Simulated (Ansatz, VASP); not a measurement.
HfRu in VASP and in Ansatz

```
Hf Ru
1.0
     3.16050    0.00000    0.00000
     0.00000    3.16050    0.00000
     0.00000    0.00000    3.22500
Hf Ru
1 1
Direct
  0.00000 0.00000 0.00000
  0.50000 0.50000 0.50000
```

Change from the starting cell: equal xx and yy strain of -2 %.

Alike in both runs: task single point; functional PBEsol; k mesh 11 × 11 × 11; occupations fermi-dirac, width 0.08 eV; no spin polarisation.

```csv
,VASP,Ansatz
version,VASP 6.6.1,Ansatz 0.2.0
potentials or method,"VASP PAW PBE potentials, release 64 (Hf_pv, Ru_pv), cutoff 520 eV","all-electron LAPW, scalar-relativistic"
```

```tsv
	VASP	Ansatz	Ansatz less VASP
pressure (GPa)	4.5	5.7	+1.17
traceless stress, the component that is largest in VASP (GPa)	-3.64	-3.60	+0.043
```

VASP's potentials were made for PBE, not for PBEsol. Ansatz ran all-electron here, and VASP with PAW potentials.

Neither program's run includes spin-orbit coupling.
